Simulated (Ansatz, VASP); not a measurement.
One calculation of Ni, two programs

```
Ni
1.0
     0.00000    1.75969    1.75969
     1.75969    0.00000    1.75969
     1.75969    1.75969    0.00000
Ni
1
Cartesian
  0.0000 0.0000 0.0000
```

Alike in both runs: task single point; functional PBE; k mesh 8 × 8 × 8; occupations fermi-dirac, width 0.1 eV; collinear spin.

|  | VASP | Ansatz |
| --- | --- | --- |
| version | VASP 6.6.1 | Ansatz 0.2.0 |
| potentials or method | VASP PAW PBE potentials, release 64 (Ni), cutoff 520 eV | plane waves (420 eV) with PAW, scalar-relativistic |
| valence electrons in the cell | 10 | 18 |

Ansatz gave:

```
net moment per atom (μB)                                      : 0.69
size of the moment on the site where the two differ most (μB) : 0.73
```

Problem. Which values does VASP return?

Solution. net moment per atom (μB): 0.69; size of the moment on the site where the two differ most (μB): 0.70.

Site moments also hang on the region over which each program counts them. VASP's potentials hold 10 valence electrons a cell and Ansatz's 18, so a difference there can come from the potentials and not from the codes.

The k mesh is coarse, so the values compare programs but aren't converged.
